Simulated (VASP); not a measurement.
# PbSe in VASP: notebook

The runs below take PbSe through single point, with PBE.

All numbers are computed with VASP 6.6.1; they aren't measurements. Logs are shortened: lines on timing, memory, paths and dates and some standing lists are left out, and cuts for length are marked.

## (1) The cell of the first run

It takes space group I4/mmm (No. 139, tetragonal). Conventional cell: a = 4.244 Å, b = 4.244 Å, c = 6.124 Å, α = 90.00°, β = 90.00°, γ = 90.00°. Within 4.0 Å of Pb (site symmetry 4/mmm) lie 6 Se at 3.00 to 3.06 Å. Se (site symmetry 4/mmm) has 6 Pb at 3.00 to 3.06 Å within 4.0 Å.

## (2) Single point, PBE (equal xx and yy strain of -2 %)

INCAR

```
PREC = Accurate
ENCUT = 520
EDIFF = 1E-6
ISMEAR = -1
SIGMA = 0.01
LREAL = F
LASPH = T
NELM = 100
ALGO = Normal
ISIF = 2
LWAVE = F
LCHARG = F
GGA = PE
NBANDS = 17
```

KPOINTS

```
Automatic mesh
0
Gamma
  9 9 9
```

POSCAR

```
PbSe
1.0
    0.0000000000      3.0009070000      3.0621500000
    3.0009070000      0.0000000000      3.0621500000
    3.0009070000      3.0009070000      0.0000000000
Pb Se
1 1
Direct
    0.0000000000      0.0000000000      0.0000000000
    0.5000000000      0.5000000000      0.5000000000
```

Potentials or basis: VASP PAW PBE potentials, release 64 (Pb_d, Se).

The run is started by

```bash
$ cat potpaw_PBE.64/Pb_d/POTCAR potpaw_PBE.64/Se/POTCAR > POTCAR
$ mpirun -np 1 vasp_std > vasp.out
```

OUTCAR:

```text
PREC = Accurate
   ENCUT = 520
   EDIFF = 1E-6
   ISMEAR = -1
   LREAL = F
   LASPH = T
   NELM = 100
   ISIF = 2
   GGA = PE

 ion  position               nearest neighbor table
   1  0.000  0.000  0.000-   2 3.00   2 3.00   2 3.00   2 3.00   2 3.06   2 3.06
   2  0.500  0.500  0.500-   1 3.00   1 3.00   1 3.00   1 3.00   1 3.06   1 3.06

  LATTYP: Found a body centered tetragonal cell.
 ALAT       =     4.2439233788
 C/A-ratio  =     1.4430750636

  Lattice vectors:

 A1 = (  -3.0009070000,   0.0000000000,   3.0621500000)
 A2 = (   3.0009070000,   0.0000000000,   3.0621500000)
 A3 = (   0.0000000000,   3.0009070000,  -3.0621500000)

Analysis of symmetry for initial positions (statically):
=====================================================================
 Subroutine PRICEL returns:
 Original cell was already a primitive cell.

 Routine SETGRP: Setting up the symmetry group for a
 body centered tetragonal supercell.

 Subroutine GETGRP returns: Found 16 space group operations
 (whereof 16 operations were pure point group operations)
 out of a pool of 16 trial point group operations.

The static configuration has the point symmetry D_4h.

Analysis of symmetry for dynamics (positions and initial velocities):
=====================================================================
 Subroutine PRICEL returns:
 Original cell was already a primitive cell.

 Routine SETGRP: Setting up the symmetry group for a
 body centered tetragonal supercell.

 Subroutine GETGRP returns: Found 16 space group operations
 (whereof 16 operations were pure point group operations)
 out of a pool of 16 trial point group operations.

The dynamic configuration has the point symmetry D_4h.

 Subroutine INISYM returns: Found 16 space group operations
 (whereof 16 operations are pure point group operations),
 and found     1 'primitive' translations

----------------------------------------------------------------------------------------

                                     Primitive cell

  volume of cell :      55.1520

  direct lattice vectors                    reciprocal lattice vectors
     0.000000000  3.000907000  3.062150000    -0.166616293  0.166616293  0.163283967
     3.000907000  0.000000000  3.062150000     0.166616293 -0.166616293  0.163283967
     3.000907000  3.000907000  0.000000000     0.166616293  0.166616293 -0.163283967

  length of vectors
     4.287447428  4.287447428  4.243923379     0.286676878  0.286676878  0.286676878

  position of ions in fractional coordinates (direct lattice)
     0.000000000  0.000000000  0.000000000
     0.500000000  0.500000000  0.500000000

  ion indices of the primitive-cell ions
   primitive index   ion index
                 1           1
                 2           2

----------------------------------------------------------------------------------------

 KPOINTS: Automatic mesh

Automatic generation of k-mesh.
 Grid dimensions read from file:
 generate k-points for:    9    9    9

 Generating k-lattice:

  Cartesian coordinates                     Fractional coordinates (reciprocal lattice)
    -0.018512921  0.018512921  0.018142663     0.111111111 -0.000000000  0.000000000
     0.018512921 -0.018512921  0.018142663    -0.000000000  0.111111111  0.000000000
     0.018512921  0.018512921 -0.018142663     0.000000000  0.000000000  0.111111111

  Length of vectors
     0.031852986  0.031852986  0.031852986

  Shift w.r.t. Gamma in fractional coordinates (k-lattice)
     0.000000000  0.000000000  0.000000000

 Subroutine IBZKPT returns following result:
 ===========================================

 Found     75 irreducible k-points:

 Following reciprocal coordinates:
            Coordinates               Weight
  0.000000  0.000000  0.000000      1.000000
  0.111111 -0.000000  0.000000      8.000000
  0.222222 -0.000000  0.000000      8.000000
  0.333333  0.000000  0.000000      8.000000
  0.444444 -0.000000  0.000000      8.000000
  0.111111  0.111111  0.000000      2.000000
[... 16 lines left out ...]
 -0.333333  0.333333  0.000000      4.000000
  0.444444  0.444444  0.000000      2.000000
 [... further k-points ...]
   k-points           NKPTS =     75   k-points in BZ     NKDIM =     75   number of bands    NBANDS=     17
   number of dos      NEDOS =    301   number of ions     NIONS =      2
   total plane-waves  NPLWV =  32768
   dimension x,y,z NGX =    32 NGY =   32 NGZ =   32
   dimension x,y,z NGXF=    64 NGYF=   64 NGZF=   64
   ions per type =               1   1
   NGX,Y,Z   is equivalent  to a cutoff of  12.41, 12.41, 12.54 a.u.
   NGXF,Y,Z  is equivalent  to a cutoff of  24.82, 24.82, 25.07 a.u.
 SYSTEM =  unknown system
   PREC   = accura    normal or accurate (medium, high low for compatibility)
   ISTART =      0    job   : 0-new  1-cont  2-samecut
   ICHARG =      2    charge: 1-file 2-atom 10-const
   ISPIN  =      1    spin polarized calculation?
   LNONCOLLINEAR =      F non collinear calculations
   LSORBIT =      F    spin-orbit coupling
   LASPH  =      T    aspherical Exc in radial PAW
   ENCUT  =  520.0 eV  38.22 Ry    6.18 a.u.   7.97  7.97  7.89*2*pi/ulx,y,z
   NELM   =    100;   NELMIN=  2; NELMDL= -5     # of ELM steps
   EDIFF  = 0.1E-05   stopping-criterion for ELM
   LREAL  =      F    real-space projection
   EDIFFG = 0.1E-04   stopping-criterion for IOM
   NSW    =      0    number of steps for IOM
   IBRION =     -1    ionic relax: 0-MD 1-quasi-New 2-CG
   NFREE  =      0    steps in history (QN), initial steepest desc. (CG)
   ISIF   =      2    stress and relaxation
   ISYM   =      2    0-nonsym 1-usesym 2-fastsym
   POTIM  = 0.5000    time-step for ionic-motion
   TEBEG  =    0.0;   TEEND  =   0.0 temperature during run
   PSTRESS=    0.0 pullay stress
   NELECT =      20.0000    total number of electrons
   NUPDOWN=      -1.0000    fix difference up-down
   EMIN   =  10.00;   EMAX   =-10.00  energy-range for DOS
   EFERMI =   0.00;   METHOD = LEGACY
   ISMEAR =    -1;   SIGMA  =   0.01  broadening in eV -4-tet -1-fermi 0-gaus
   EFERMI_NEDOS =   21; number of points for ismear=-14 and -15
   IALGO  =     38    algorithm
   IMIX   =      4    mixing-type and parameters
     AMIX     =   0.40;   BMIX     =  1.00
     AMIX_MAG =   1.60;   BMIX_MAG =  1.00
  volume/ion in A,a.u.               =      27.58       186.09
  Fermi-wavevector in a.u.,A,eV,Ry     =   1.167430  2.206124 18.543294  1.362894
  Thomas-Fermi vector in A             =   2.303931
   LORBIT       =      0    0 simple, 1 ext, 2 COOP (PROOUT), +10 PAW based schemes
   GGA     = PE    functional components
   LHFCALC =     F    Hartree Fock is set to
   AEXX    =    0.0000 exact exchange contribution
   IVDW    =     0    specifies the selected vdW correction
   LEPSILON=     F    determine dielectric tensor
   LRPA    =     F    only Hartree local field effects (RPA)
 non-spin polarized calculation
  energy-cutoff  :      520.00
  volume of cell :       55.15
 maximum number of plane-waves:      1501
   NGX = 15   NGY = 15   NGZ = 15

 number of electron      20.0000005 magnetization

 Free energy of the ion-electron system (eV)
  ---------------------------------------------------
  ext. energy  EPLUGINS =         0.00000000
  ---------------------------------------------------
  free energy    TOTEN  =        -8.12194004 eV

  energy without entropy =       -8.12194004  energy(sigma->0) =       -8.12194004

 E-fermi :   5.6246     XC(G=0):  -9.7112

 val. band max:        5.3810455813   @ k =   0.4444  -0.0000   0.0000
 cond. band min:       6.0210020035   @ k =   0.4444  -0.0000   0.0000
 fundamental gap:      0.6399564222
 Fermi energy:         5.6246073914

 k-point     1 :       0.0000    0.0000    0.0000
  band No.  band energies     occupation
      1     -11.3491      2.00000
      2     -11.3459      2.00000
      3     -11.3459      2.00000
      4     -11.3417      2.00000
      5     -11.3373      2.00000
      6      -8.3751      2.00000
[... 9 lines left out ...]
     16      12.0324      0.00000
     17      13.6096      0.00000

 k-point     2 :       0.1111   -0.0000    0.0000
  band No.  band energies     occupation
      1     -11.3516      2.00000
      2     -11.3449      2.00000
      3     -11.3446      2.00000
      4     -11.3382      2.00000
      5     -11.3381      2.00000
      6      -8.2746      2.00000
[... 9 lines left out ...]
     16      12.3133      0.00000
     17      14.6208      0.00000

 k-point     3 :       0.2222   -0.0000    0.0000
  band No.  band energies     occupation
      1     -11.3594      2.00000
      2     -11.3519      2.00000
      3     -11.3436      2.00000
      4     -11.3294      2.00000
      5     -11.3267      2.00000
      6      -7.9911      2.00000
[... 9 lines left out ...]
     16      13.0067      0.00000
     17      16.3514      0.00000

 k-point     4 :       0.3333    0.0000    0.0000
  band No.  band energies     occupation
      1     -11.3684      2.00000
      2     -11.3622      2.00000
      3     -11.3428      2.00000
      4     -11.3175      2.00000
      5     -11.3129      2.00000
      6      -7.5957      2.00000
[... 9 lines left out ...]
     16      14.0909      0.00000
     17      17.5599      0.00000

 k-point     5 :       0.4444   -0.0000    0.0000
  band No.  band energies     occupation
      1     -11.3744      2.00000
      2     -11.3691      2.00000
      3     -11.3425      2.00000
      4     -11.3097      2.00000
      5     -11.3038      2.00000
      6      -7.2657      2.00000
[... 9 lines left out ...]
     16      15.3968      0.00000
     17      16.2474      0.00000

 k-point     6 :       0.1111    0.1111    0.0000
  band No.  band energies     occupation
      1     -11.3597      2.00000
      2     -11.3441      2.00000
      3     -11.3404      2.00000
      4     -11.3404      2.00000
      5     -11.3349      2.00000
      6      -8.2433      2.00000
[... 9 lines left out ...]
     16      12.8665      0.00000
     17      14.6971      0.00000

 k-point     7 :       0.2222    0.1111    0.0000
  band No.  band energies     occupation
      1     -11.3719      2.00000
      2     -11.3443      2.00000
      3     -11.3415      2.00000
      4     -11.3335      2.00000
      5     -11.3271      2.00000
      6      -8.0211      2.00000
[... 9 lines left out ...]
     16      13.6009      0.00000
     17      15.7085      0.00000

 k-point     8 :       0.3333    0.1111    0.0000
  band No.  band energies     occupation
      1     -11.3829      2.00000
      2     -11.3504      2.00000
      3     -11.3415      2.00000
      4     -11.3242      2.00000
      5     -11.3154      2.00000
      6      -7.6593      2.00000
[... 9 lines left out ...]
     16      14.5769      0.00000
     17      17.1732      0.00000
[... 203 lines left out ...]
      1     -11.3782      2.00000
      2     -11.3594      2.00000
      3     -11.3398      2.00000
      4     -11.3240      2.00000
      5     -11.3117      2.00000
      6      -7.4358      2.00000
[... 9 lines left out ...]
     16      15.1591      0.00000
     17      16.2144      0.00000

 k-point    20 :       0.3333    0.3333    0.0000
  band No.  band energies     occupation
      1     -11.4513      2.00000
      2     -11.3569      2.00000
      3     -11.3221      2.00000
      4     -11.3090      2.00000
      5     -11.3090      2.00000
      6      -7.3342      2.00000
[... 9 lines left out ...]
     16      16.1564      0.00000
     17      16.6777      0.00000

 k-point    21 :       0.4444    0.3333    0.0000
  band No.  band energies     occupation
      1     -11.4679      2.00000
      2     -11.3555      2.00000
      3     -11.3249      2.00000
      4     -11.3050      2.00000
      5     -11.3018      2.00000
      6      -7.0656      2.00000
[... 9 lines left out ...]
     16      16.8470      0.00000
     17      17.2959      0.00000

 k-point    22 :      -0.4444    0.3333    0.0000
  band No.  band energies     occupation
      1     -11.4605      2.00000
      2     -11.3456      2.00000
      3     -11.3339      2.00000
      4     -11.3092      2.00000
      5     -11.3016      2.00000
      6      -6.8818      2.00000
[... 9 lines left out ...]
     16      16.1122      0.00000
     17      17.8194      0.00000

 k-point    23 :      -0.3333    0.3333    0.0000
  band No.  band energies     occupation
      1     -11.4337      2.00000
      2     -11.3458      2.00000
      3     -11.3308      2.00000
      4     -11.3199      2.00000
      5     -11.3075      2.00000
      6      -6.8974      2.00000
[... 9 lines left out ...]
     16      15.1601      0.00000
     17      16.9088      0.00000

 k-point    24 :       0.4444    0.4444    0.0000
  band No.  band energies     occupation
      1     -11.4938      2.00000
      2     -11.3613      2.00000
      3     -11.3176      2.00000
      4     -11.2976      2.00000
      5     -11.2976      2.00000
      6      -6.9157      2.00000
[... 9 lines left out ...]
     16      17.4316      0.00000
     17      18.1632      0.00000

 [... further k-points ...]

------------------------ aborting loop because EDIFF is reached ----------------------------------------

  FORCE on cell =-STRESS in cart. coord.  units (eV):
  Direction    XX          YY          ZZ          XY          YZ          ZX
  --------------------------------------------------------------------------------------
  -------------------------------------------------------------------------------------
  Total        2.0174551      2.0174551      0.9901940      0.0000000      0.0000000      0.0000000
  in kB       58.6074635     58.6074635     28.7653289      0.0000000      0.0000000      0.0000000
  external PRESSURE =      48.6600853 kB  Pullay stress =       0.0000000 kB

 VOLUME and BASIS-vectors are now :
 -----------------------------------------------------------------------------
  energy-cutoff  :      520.00
  volume of cell :       55.15
      direct lattice vectors                 reciprocal lattice vectors
     0.000000000  3.000907000  3.062150000    -0.166616293  0.166616293  0.163283967
     3.000907000  0.000000000  3.062150000     0.166616293 -0.166616293  0.163283967
     3.000907000  3.000907000  0.000000000     0.166616293  0.166616293 -0.163283967

 POSITION                                       TOTAL-FORCE (eV/Angst)
 -----------------------------------------------------------------------------------
      0.00000      0.00000      0.00000         0.000000     -0.000000      0.000000
      3.00091      3.00091      3.06215        -0.000000      0.000000     -0.000000
 -----------------------------------------------------------------------------------
    total drift:                                0.000000     -0.000000     -0.000000

  FREE ENERGIE OF THE ION-ELECTRON SYSTEM (eV)
  ---------------------------------------------------
  free  energy   TOTEN  =        -8.1219400354 eV

  energy  without entropy=       -8.1219400354  energy(sigma->0) =       -8.12194004
```

Run time: 41 s. Hardware: 1 thread of Intel Xeon Platinum 8488C (Sapphire Rapids), shared host; peak memory 0.22 GiB.

Results:

```
Free energy            : -8.1219 eV
Pressure               : 4.9 GPa
Band gap on the k mesh : 0.64 eV, direct
```

Stress tensor (GPa, compression positive):
```
5.86 0.00 0.00
0.00 5.86 0.00
0.00 0.00 2.88
```

Caveat: the cell differs from its parent crystal (equal xx and yy strain of -2 %); spin-orbit coupling is left out, which moves the levels of the heavy elements. A k mesh can miss the band edges.

## (3) Single point, PBE (equal xx and yy strain of +1 %)

INCAR

```
SYSTEM = PbSe
ALGO = Normal ; EDIFF = 1E-6
ENCUT = 520 ; GGA = PE
ISIF = 2 ; ISMEAR = -1
LASPH = .True. ; LCHARG = .False.
LREAL = .False. ; LWAVE = .False.
NBANDS = 17 ; NELM = 100
PREC = Accurate ; SIGMA = 0.01
```

KPOINTS

```
k-points
0
Gamma
  9 9 9
  0 0 0
```

POSCAR

```
PbSe
1.0
    0.0000000000      3.0927715000      3.0621500000
    3.0927715000      0.0000000000      3.0621500000
    3.0927715000      3.0927715000      0.0000000000
Pb Se
1 1
Direct
    0.0000000000      0.0000000000      0.0000000000
    0.5000000000      0.5000000000      0.5000000000
```

Potentials or basis: VASP PAW PBE potentials, release 64 (Pb_d, Se).

The run is started by

```bash
$ cat potpaw_PBE.64/Pb_d/POTCAR potpaw_PBE.64/Se/POTCAR > POTCAR
$ mpirun -np 1 vasp_std > vasp.out
```

Run time: 52 s. Hardware: 1 thread of Intel Xeon Platinum 8488C (Sapphire Rapids), shared host; peak memory 0.23 GiB.

The run converged. Its results:

- Free energy: -8.1912 eV
- Pressure: 1.2 GPa
- Band gap on the k mesh: 0.72 eV, direct

Stress tensor (GPa, compression positive):
```
0.85 0.00 0.00
0.00 0.85 0.00
0.00 0.00 2.03
```

Levels at points of the mesh, in eV from the valence-band top:
| k point | band 7 | band 8 | band 9 | band 10 | band 11 | band 12 | band 13 | band 14 |
| --- | --- | --- | --- | --- | --- | --- | --- | --- |
| (0.00, 0.00, 0.00) | -6.16 | -1.67 | -1.58 | -1.58 | 4.76 | 4.76 | 4.99 | 6.72 |

Caveat: the cell differs from its parent crystal (equal xx and yy strain of +1 %); spin-orbit coupling is left out, which moves the levels of the heavy elements. A k mesh can miss the band edges.

## (4) Single point, PBE (equal xy, yz and zx shear strains of -3 %)

INCAR

```
ALGO = Normal
EDIFF = 1E-6
ENCUT = 520
GGA = PE
ISIF = 2
ISMEAR = -1
LASPH = T
LCHARG = F
LREAL = F
LWAVE = F
NBANDS = 17
NELM = 100
PREC = Accurate
SIGMA = 0.01
```

KPOINTS

```
k-points
0
Gamma
  9 9 9
```

POSCAR

```
PbSe
1.0
   -0.0918645000      3.0162177500      3.0162177500
    3.0162177500     -0.0918645000      3.0162177500
    3.0162177500      3.0162177500     -0.0918645000
Pb Se
1 1
Direct
    0.0000000000      0.0000000000      0.0000000000
    0.5000000000      0.5000000000      0.5000000000
```

The run is started by

```bash
$ cat potpaw_PBE.64/Pb_d/POTCAR potpaw_PBE.64/Se/POTCAR > POTCAR
$ mpirun -np 1 vasp_std > vasp.out
```

Run time: 56 s. Hardware: 1 thread of Intel Xeon Platinum 8488C (Sapphire Rapids), shared host; peak memory 0.23 GiB.

Results (log left out):

```
Free energy            : -8.1711 eV
Pressure               : 2.3 GPa
Band gap on the k mesh : 0.42 eV, indirect (least direct gap 0.65 eV)
```

Stress tensor (GPa, compression positive):
```
2.31 0.47 0.47
0.47 2.31 0.47
0.47 0.47 2.31
```

Levels at points of the mesh, in eV from the valence-band top:
| k point | band 7 | band 8 | band 9 | band 10 | band 11 | band 12 | band 13 | band 14 |
| --- | --- | --- | --- | --- | --- | --- | --- | --- |
| (0.00, 0.00, 0.00) | -6.19 | -1.86 | -1.86 | -1.51 | 4.79 | 4.87 | 4.87 | 6.45 |

Caveat: the cell differs from its parent crystal (equal xy, yz and zx shear strains of -3 %); spin-orbit coupling is left out, which moves the levels of the heavy elements.

[end of part 1 of 2]
